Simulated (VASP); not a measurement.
CuI (Marshite), 4 atoms in the cell. It takes space group P4/nmm (No. 129, tetragonal). The conventional cell has a = 4.023 Å, b = 4.023 Å, c = 5.651 Å, α = 90.00°, β = 90.00°, γ = 90.00°. Within 3.4 Å of Cu (site symmetry -4m2) lie 4 I at 2.60 Å and 4 Cu at 2.84 Å. I (site symmetry 4mm) has 4 Cu at 2.60 Å within 3.4 Å. 

* Program: VASP 6.6.1
* Task: single point
* Functional: PBEsol
* Dispersion: D3(BJ)
* Potentials or basis: VASP PAW PBE potentials, release 64 (Cu, I)
* Cutoff: 520 eV
* k mesh: 4 × 4 × 4
* Occupations: methfessel-paxton, width 0.1 eV
* Spin: non-collinear spin, zero start, spin-orbit coupling
* Starting moments: [[0.0, 0.0, 0.0], [0.0, 0.0, 0.0], [0.0, 0.0, 0.0], [0.0, 0.0, 0.0]] μB
* Dipole correction: no
* Further INCAR settings: ALGO = Normal; EDIFF = 1e-06; NBANDS = 50

Potentials or basis: VASP PAW PBE potentials, release 64 (Cu, I).

Command:

```bash
$ cat potpaw_PBE.64/Cu/POTCAR potpaw_PBE.64/I/POTCAR > POTCAR
$ mpirun -np 1 vasp_ncl > vasp.out
```

Hardware: 1 thread of Oxide Virtual Turin-like Processor, with other jobs on the host.

Question: Estimate the wall time of this run.

Answer: Run time: 4 min on 1 thread of Oxide Virtual Turin-like Processor, with other jobs on the host, peak memory 0.38 GiB. Counts: scf iterations 16, k points 18.
